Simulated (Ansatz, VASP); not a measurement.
**Two plane-wave programs on IrAu**

INCAR

```
SYSTEM = IrAu
PREC     = Accurate       ! precision mode
ENCUT    = 600            ! plane-wave cutoff, eV
EDIFF    = 1E-6           ! SCF threshold, eV
ISMEAR   = 0              ! smearing method
SIGMA    = 0.1            ! smearing width, eV
LREAL    = .False.        ! projectors in reciprocal space
LASPH    = .True.         ! aspherical terms in the spheres
NELM     = 100            ! most SCF steps
ALGO     = Fast           ! electronic algorithm
ISIF     = 3              ! what is computed and relaxed
LWAVE    = .False.        ! write WAVECAR
LCHARG   = .False.        ! write CHGCAR
GGA      = PE             ! functional
IBRION   = 2              ! ionic algorithm
NSW      = 100            ! ionic steps
EDIFFG   = -0.01          ! ionic threshold
```

The input KPOINTS:

```
Automatic mesh
0
Gamma
  18 18 18
  0 0 0
```

POSCAR

```
IrAu
1.0
    0.0000000000      2.6500077256      2.6500077256
    2.6500077256      0.0000000000      2.6500077256
    2.6500077256      2.6500077256      0.0000000000
Ir Au
1 1
Direct
    0.0000000000      0.0000000000      0.0000000000
    0.5000000000      0.5000000000      0.5000000000
```

Input for Ansatz:

```yaml
crystal:
  lattice:
    - [0.0, 2.6500077256, 2.6500077256]
    - [2.6500077256, 0.0, 2.6500077256]
    - [2.6500077256, 2.6500077256, 0.0]
  atoms:
    - { symbol: Ir, position: [0.0, 0.0, 0.0] }
    - { symbol: Au, position: [0.5, 0.5, 0.5] }
basis:
  ecutwfc: 420
kpoints:
  mp_grid: { grid: [18, 18, 18] }
hamiltonian:
  xc: pbe
scf:
  occupations: { method: gaussian, width: 0.1 }
output:
  forces: true
  stress: true
  eigenvalues: true
relax:
  adjacent_minimum: "off"
  f_tol: 0.01
  max_steps: 80
  cell: { stress_tol: 0.05 }
```

Alike in both runs: task relaxation of cell and atoms; functional PBE; k mesh 18 × 18 × 18; occupations gaussian, width 0.1 eV; no spin polarisation.

|  | VASP | Ansatz |
| --- | --- | --- |
| version | VASP 6.6.1 | Ansatz 0.2.0 |
| potentials or method | VASP PAW PBE potentials, release 64 (Ir, Au), cutoff 600 eV | scalar-relativistic, plane waves, PAW |
| valence electrons in the cell | 20 | 36 |

```tsv
	VASP	Ansatz	Ansatz less VASP
gap on the k mesh at the Fermi level, each at its own relaxed structure (eV)	none	none	-
relaxed volume (Å³/atom)	18.57	18.58	+0.007
relaxed cell length with the largest relative difference (Å)	3.745	3.745	+0.0005
```

A gap of «none» marks a metal or a gap that the smearing closes. VASP's potentials hold 20 valence electrons a cell and Ansatz's 36, so a difference there can come from the potentials and not from the codes.

Spin-orbit coupling is off throughout.
